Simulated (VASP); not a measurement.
# ZnRe (P-6m2) in VASP: notebook

Aim: see how the results for ZnRe move with the level of theory and the settings. Levels: PBE, LDA. Tasks: single point.

All numbers are computed with VASP 6.6.1; they aren't measurements. Logs are shortened: lines on timing, memory, paths and dates and some standing lists are left out, and cuts for length are marked.

## Step 1: The cell of the first run

Symmetry: P-6m2, No. 187, hexagonal system. Conventional cell: a = 2.748 Å, b = 2.748 Å, c = 4.674 Å, α = 90.00°, β = 90.00°, γ = 120.00°. Re (site symmetry -6m2) has 6 Re at 2.75 Å and 6 Zn at 2.82 Å within 3.6 Å. Zn (site symmetry -6m2) has 6 Zn at 2.75 Å and 6 Re at 2.82 Å within 3.6 Å.

## Step 2: Single point, PBE

File INCAR:

```
SYSTEM = ZnRe
PREC = Accurate ; ENCUT = 520
EDIFF = 1E-6 ; ISMEAR = -1
SIGMA = 0.05 ; LREAL = .False.
LASPH = .True. ; NELM = 100
ALGO = Fast ; ISIF = 2
LWAVE = .False. ; LCHARG = .False.
GGA = PE ; NBANDS = 16
```

File KPOINTS:

```
Automatic mesh
0
Gamma
  9 9 5
  0 0 0
```

File POSCAR:

```
ZnRe
1.0
    2.7482183437      0.0000000000      0.0000000000
   -1.3741091718      2.3800269008      0.0000000000
    0.0000000000      0.0000000000      4.6738286400
Re Zn
1 1
Direct
    0.3333333333      0.6666666667      0.5000000000
    0.0000000000      0.0000000000      0.0000000000
```

Potentials or basis: VASP PAW PBE potentials, release 64 (Re, Zn).

Launch:

```
cat potpaw_PBE.64/Re/POTCAR potpaw_PBE.64/Zn/POTCAR > POTCAR
mpirun -np 1 vasp_std > vasp.out
```

OUTCAR:

```text
SYSTEM = ZnRe
   PREC = Accurate
   ENCUT = 520
   EDIFF = 1E-6
   ISMEAR = -1
   LREAL = .False.
   LASPH = .True.
   NELM = 100
   ISIF = 2
   GGA = PE

 ion  position               nearest neighbor table
   1  0.333  0.667  0.500-   2 2.82   2 2.82   2 2.82   2 2.82   2 2.82   2 2.82
   2  0.000  0.000  0.000-   1 2.82   1 2.82   1 2.82   1 2.82   1 2.82   1 2.82

  LATTYP: Found a hexagonal cell.
 ALAT       =     2.7482183437
 C/A-ratio  =     1.7006758763

  Lattice vectors:

 A1 = (   2.7482183437,   0.0000000000,   0.0000000000)
 A2 = (  -1.3741091718,   2.3800269008,   0.0000000000)
 A3 = (   0.0000000000,   0.0000000000,   4.6738286400)

Analysis of symmetry for initial positions (statically):
=====================================================================
 Subroutine PRICEL returns:
 Original cell was already a primitive cell.

 Routine SETGRP: Setting up the symmetry group for a
 hexagonal supercell.

 Subroutine GETGRP returns: Found 12 space group operations
 (whereof 12 operations were pure point group operations)
 out of a pool of 24 trial point group operations.

The static configuration has the point symmetry D_3h.

Analysis of symmetry for dynamics (positions and initial velocities):
=====================================================================
 Subroutine PRICEL returns:
 Original cell was already a primitive cell.

 Routine SETGRP: Setting up the symmetry group for a
 hexagonal supercell.

 Subroutine GETGRP returns: Found 12 space group operations
 (whereof 12 operations were pure point group operations)
 out of a pool of 24 trial point group operations.

The dynamic configuration has the point symmetry D_3h.

 Subroutine INISYM returns: Found 12 space group operations
 (whereof 12 operations are pure point group operations),
 and found     1 'primitive' translations

----------------------------------------------------------------------------------------

                                     Primitive cell

  volume of cell :      30.5707

  direct lattice vectors                    reciprocal lattice vectors
     2.748218344  0.000000000  0.000000000     0.363872107  0.210081659  0.000000000
    -1.374109172  2.380026901  0.000000000     0.000000000  0.420163318  0.000000000
     0.000000000  0.000000000  4.673828640     0.000000000  0.000000000  0.213957352

  length of vectors
     2.748218344  2.748218344  4.673828640     0.420163318  0.420163318  0.213957352

  position of ions in fractional coordinates (direct lattice)
     0.333333333  0.666666667  0.500000000
     0.000000000  0.000000000  0.000000000

  ion indices of the primitive-cell ions
   primitive index   ion index
                 1           1
                 2           2

----------------------------------------------------------------------------------------

 KPOINTS: Automatic mesh

Automatic generation of k-mesh.
 Grid dimensions read from file:
 generate k-points for:    9    9    5

 Generating k-lattice:

  Cartesian coordinates                     Fractional coordinates (reciprocal lattice)
     0.040430234  0.023342407  0.000000000     0.111111111 -0.000000000  0.000000000
     0.000000000  0.046684813  0.000000000     0.000000000  0.111111111  0.000000000
     0.000000000  0.000000000  0.042791470     0.000000000  0.000000000  0.200000000

  Length of vectors
     0.046684813  0.046684813  0.042791470

  Shift w.r.t. Gamma in fractional coordinates (k-lattice)
     0.000000000  0.000000000  0.000000000

 Subroutine IBZKPT returns following result:
 ===========================================

 Found     36 irreducible k-points:

 Following reciprocal coordinates:
            Coordinates               Weight
  0.000000  0.000000  0.000000      1.000000
  0.111111 -0.000000  0.000000      6.000000
  0.222222 -0.000000  0.000000      6.000000
  0.333333  0.000000  0.000000      6.000000
  0.444444 -0.000000  0.000000      6.000000
  0.111111  0.111111  0.000000      6.000000
[... 16 lines left out ...]
  0.333333  0.222222  0.200000     24.000000
  0.333333  0.333333  0.200000      4.000000
 [... further k-points ...]
   k-points           NKPTS =     36   k-points in BZ     NKDIM =     36   number of bands    NBANDS=     16
   number of dos      NEDOS =    301   number of ions     NIONS =      2
   total plane-waves  NPLWV =  14400
   dimension x,y,z NGX =    20 NGY =   20 NGZ =   36
   dimension x,y,z NGXF=    40 NGYF=   40 NGZF=   72
   ions per type =               1   1
   NGX,Y,Z   is equivalent  to a cutoff of  12.10, 12.10, 12.81 a.u.
   NGXF,Y,Z  is equivalent  to a cutoff of  24.20, 24.20, 25.61 a.u.
 SYSTEM =  ZnRe
   PREC   = accura    normal or accurate (medium, high low for compatibility)
   ISTART =      0    job   : 0-new  1-cont  2-samecut
   ICHARG =      2    charge: 1-file 2-atom 10-const
   ISPIN  =      1    spin polarized calculation?
   LNONCOLLINEAR =      F non collinear calculations
   LSORBIT =      F    spin-orbit coupling
   LASPH  =      T    aspherical Exc in radial PAW
   ENCUT  =  520.0 eV  38.22 Ry    6.18 a.u.   5.11  5.11  8.69*2*pi/ulx,y,z
   NELM   =    100;   NELMIN=  2; NELMDL= -5     # of ELM steps
   EDIFF  = 0.1E-05   stopping-criterion for ELM
   LREAL  =      F    real-space projection
[... 7 lines left out ...]
   TEBEG  =    0.0;   TEEND  =   0.0 temperature during run
   PSTRESS=    0.0 pullay stress
   NELECT =      19.0000    total number of electrons
   NUPDOWN=      -1.0000    fix difference up-down
   EMIN   =  10.00;   EMAX   =-10.00  energy-range for DOS
   EFERMI =   0.00;   METHOD = LEGACY
   ISMEAR =    -1;   SIGMA  =   0.05  broadening in eV -4-tet -1-fermi 0-gaus
   EFERMI_NEDOS =   21; number of points for ismear=-14 and -15
   IALGO  =     68    algorithm
   IMIX   =      4    mixing-type and parameters
     AMIX     =   0.40;   BMIX     =  1.00
     AMIX_MAG =   1.60;   BMIX_MAG =  1.00
  volume/ion in A,a.u.               =      15.29       103.15
  Fermi-wavevector in a.u.,A,eV,Ry     =   1.397089  2.640115 26.556635  1.951858
  Thomas-Fermi vector in A             =   2.520379
   LORBIT       =      0    0 simple, 1 ext, 2 COOP (PROOUT), +10 PAW based schemes
   GGA     = PE    functional components
   LHFCALC =     F    Hartree Fock is set to
   AEXX    =    0.0000 exact exchange contribution
   IVDW    =     0    specifies the selected vdW correction
   LEPSILON=     F    determine dielectric tensor
   LRPA    =     F    only Hartree local field effects (RPA)
 non-spin polarized calculation
 RMM-DIIS sequential band-by-band and
  energy-cutoff  :      520.00
  volume of cell :       30.57
 maximum number of plane-waves:       834
   NGX = 11   NGY = 11   NGZ = 17

 number of electron      18.9999987 magnetization

 Free energy of the ion-electron system (eV)
  ---------------------------------------------------
  ext. energy  EPLUGINS =         0.00000000
  ---------------------------------------------------
  free energy    TOTEN  =       -12.98531462 eV

  energy without entropy =      -12.97221562  energy(sigma->0) =      -12.97876512

 E-fermi :   5.1982     XC(G=0): -12.5709

 val. band max:        5.1687924315   @ k =   0.2222   0.1111   0.4000
 cond. band min:       5.2710518378   @ k =   0.4444   0.1111   0.0000
 fundamental gap:      0.1022594063
 Fermi energy:         5.1981793976

 k-point     1 :       0.0000    0.0000    0.0000
  band No.  band energies     occupation
      1      -4.7928      2.00000
      2      -2.6137      2.00000
      3      -2.0315      2.00000
      4      -2.0315      2.00000
      5      -1.6234      2.00000
      6      -1.6234      2.00000
[... 8 lines left out ...]
     15      21.9749      0.00000
     16      22.5010      0.00000

 k-point     2 :       0.1111   -0.0000    0.0000
  band No.  band energies     occupation
      1      -4.3949      2.00000
      2      -2.4886      2.00000
      3      -2.0702      2.00000
      4      -1.9604      2.00000
      5      -1.7151      2.00000
      6      -1.6416      2.00000
[... 8 lines left out ...]
     15      20.6457      0.00000
     16      21.0650      0.00000

 k-point     3 :       0.2222   -0.0000    0.0000
  band No.  band energies     occupation
      1      -3.3378      2.00000
      2      -2.3261      2.00000
      3      -2.0320      2.00000
      4      -1.9353      2.00000
      5      -1.7752      2.00000
      6      -1.6878      2.00000
[... 8 lines left out ...]
     15      18.3966      0.00000
     16      20.8018      0.00000

 k-point     4 :       0.3333    0.0000    0.0000
  band No.  band energies     occupation
      1      -2.6240      2.00000
      2      -2.1693      2.00000
      3      -2.1333      2.00000
      4      -1.7408      2.00000
      5      -1.5551      2.00000
      6      -1.2695      2.00000
[... 8 lines left out ...]
     15      16.6303      0.00000
     16      18.6082      0.00000

 k-point     5 :       0.4444   -0.0000    0.0000
  band No.  band energies     occupation
      1      -2.6571      2.00000
      2      -2.3149      2.00000
      3      -1.9988      2.00000
      4      -1.7756      2.00000
      5      -1.4055      2.00000
      6      -0.2136      2.00000
[... 8 lines left out ...]
     15      15.5060      0.00000
     16      17.0484      0.00000

 k-point     6 :       0.1111    0.1111    0.0000
  band No.  band energies     occupation
      1      -3.6552      2.00000
      2      -2.3175      2.00000
      3      -2.1440      2.00000
      4      -1.8623      2.00000
      5      -1.7972      2.00000
      6      -1.6828      2.00000
[... 8 lines left out ...]
     15      17.0260      0.00000
     16      21.7771      0.00000
[... 267 lines left out ...]
 k-point    21 :       0.4444    0.1111    0.2000
  band No.  band energies     occupation
      1      -2.5794      2.00000
      2      -2.3652      2.00000
      3      -1.9181      2.00000
      4      -1.8246      2.00000
      5      -1.5225      2.00000
      6       0.3220      2.00000
[... 8 lines left out ...]
     15      13.6880      0.00000
     16      16.8012      0.00000

 k-point    22 :       0.2222    0.2222    0.2000
  band No.  band energies     occupation
      1      -2.3111      2.00000
      2      -2.2070      2.00000
      3      -2.0164      2.00000
      4      -1.9593      2.00000
      5      -1.8001      2.00000
      6       0.0192      2.00000
[... 8 lines left out ...]
     15      14.7005      0.00000
     16      17.5721      0.00000

 k-point    23 :       0.3333    0.2222    0.2000
  band No.  band energies     occupation
      1      -2.3469      2.00000
      2      -2.2314      2.00000
      3      -1.9726      2.00000
      4      -1.9120      2.00000
      5      -1.7967      2.00000
      6       1.3309      2.00000
[... 8 lines left out ...]
     15      14.4651      0.00000
     16      16.5354      0.00000

 k-point    24 :       0.3333    0.3333    0.2000
  band No.  band energies     occupation
      1      -2.1770      2.00000
      2      -2.1601      2.00000
      3      -2.0210      2.00000
      4      -2.0139      2.00000
      5      -1.8964      2.00000
      6       2.2496      2.00000
[... 8 lines left out ...]
     15      14.8770      0.00000
     16      15.9836      0.00000

 [... further k-points ...]

------------------------ aborting loop because EDIFF is reached ----------------------------------------

  FORCE on cell =-STRESS in cart. coord.  units (eV):
  Direction    XX          YY          ZZ          XY          YZ          ZX
  --------------------------------------------------------------------------------------
  -------------------------------------------------------------------------------------
  Total       -1.0516747     -1.0516747     -2.3941622     -0.0000000      0.0000000      0.0000000
  in kB      -55.1170685    -55.1170685   -125.4753089     -0.0000000      0.0000000      0.0000000
  external PRESSURE =     -78.5698153 kB  Pullay stress =       0.0000000 kB

 VOLUME and BASIS-vectors are now :
 -----------------------------------------------------------------------------
  energy-cutoff  :      520.00
  volume of cell :       30.57
      direct lattice vectors                 reciprocal lattice vectors
     2.748218344  0.000000000  0.000000000     0.363872107  0.210081659  0.000000000
    -1.374109172  2.380026901  0.000000000     0.000000000  0.420163318  0.000000000
     0.000000000  0.000000000  4.673828640     0.000000000  0.000000000  0.213957352

 POSITION                                       TOTAL-FORCE (eV/Angst)
 -----------------------------------------------------------------------------------
     -0.00000      1.58668      2.33691         0.000000      0.000000      0.000000
      0.00000      0.00000      0.00000        -0.000000      0.000000      0.000000
 -----------------------------------------------------------------------------------
    total drift:                               -0.000000      0.000000      0.000000

  FREE ENERGIE OF THE ION-ELECTRON SYSTEM (eV)
  ---------------------------------------------------
  free  energy   TOTEN  =       -12.9853146232 eV

  energy  without entropy=      -12.9722156211  energy(sigma->0) =      -12.97876512
```

It took 15 s on 1 thread of Intel Xeon Platinum 8375C at 2.90GHz (Ice Lake), shared host; peak memory 0.15 GiB.

Results:

* Free energy: -12.9853 eV
* Pressure: -7.9 GPa

Caveat: spin-orbit coupling is left out, which moves the levels of the heavy elements.

## Step 3: Single point, LDA

This run uses another cell than the first one, of 14.70 Å³/atom, 0.962 times its volume.

File INCAR:

```
  PREC = Accurate
  ENCUT = 520
  EDIFF = 1E-6
  ISMEAR = 0
  SIGMA = 0.1
  LREAL = False
  LASPH = True
  NELM = 100
  ALGO = Fast
  ISIF = 2
  LWAVE = False
  LCHARG = True
  GGA = CA
  LELF = True
  LVHAR = True
  NBANDS = 16
```

File KPOINTS:

```
regular mesh
0
Gamma
  11 11 6
```

File POSCAR:

```
ZnRe
1.0
    2.7482183400      0.0000000000      0.0000000000
   -1.3741091700      2.3800268976      0.0000000000
    0.0000000000      0.0000000000      4.4940660000
Re Zn
1 1
Direct
    0.0000000000      0.0000000000      0.5000000000
    0.6666666667      0.3333333333      0.0000000000
```

Potentials or basis: VASP PAW LDA potentials, release 64 (Re, Zn).

Launch:

```
cat potpaw_LDA.64/Re/POTCAR potpaw_LDA.64/Zn/POTCAR > POTCAR
mpirun -np 1 vasp_std > vasp.out
```

Run time: 17 s. Hardware: 1 thread of Intel Xeon Platinum 8488C (Sapphire Rapids), shared host; peak memory 0.14 GiB.

The run converged. Its results:

- Free energy: -15.0991 eV
- Pressure: -13.4 GPa

Levels at points of the mesh, in eV from the Fermi level:
```tsv
k point	band 6	band 7	band 8	band 9	band 10	band 11	band 12	band 13	band 14	band 15
(0.00, 0.00, 0.00)	-7.01	-5.00	-1.48	-1.23	-1.23	1.67	1.67	4.71	14.81	17.02
(0.00, 0.00, 0.50)	-7.02	-7.02	-3.10	-1.14	-1.14	1.60	1.60	9.58	14.05	15.04
```

Caveat: spin-orbit coupling is left out, which moves the levels of the heavy elements.
